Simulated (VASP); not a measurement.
**P: single point with r2SCAN**

The system is P.

```
P
1.0
     3.30844    0.00000    0.00000
    -1.65422    2.86519    0.00000
     0.00000    0.00000    3.23532
P
2
Direct
  0.33333 0.66667 0.25000
  0.66667 0.33333 0.75000
```

| Quantity | Value |
| --- | --- |
| Program | VASP 6.6.1 |
| Task | single point |
| Functional | r2SCAN |
| Potentials or basis | VASP PAW PBE potentials, release 64 (P) |
| Cutoff | 520 eV |
| k mesh | 9 × 9 × 4 |
| Occupations | gaussian, width 0.1 eV |
| Spin | no spin polarisation |

```
Pressure               : -0.3 GPa
Band gap on the k mesh : zero (band 5 reaches 10.34 eV, above the bottom of band 6 at 4.92 eV)
```

Stress tensor (GPa, compression positive):
```
-0.20  0.00  0.00
 0.00 -0.20  0.00
 0.00  0.00 -0.53
```

Levels at points of the mesh, in eV from the Fermi level:
```tsv
k point	band 2	band 3	band 4	band 5	band 6	band 7	band 8	band 9
(0.00, 0.00, 0.00)	-4.12	-3.41	-1.89	-1.89	2.38	2.38	3.33	8.51
(0.00, 0.00, 0.50)	-13.39	0.99	0.99	0.99	0.99	3.34	3.34	7.59
```

Run time: 40 s on 1 thread of Intel(R) Xeon(R) Platinum 8488C (Sapphire Rapids) (shared host), peak memory 0.15 GiB.

Caveat: the k points lie up to 0.49 Å⁻¹ apart; the PAW data sets were made with another functional, which shifts forces and pressure a little.
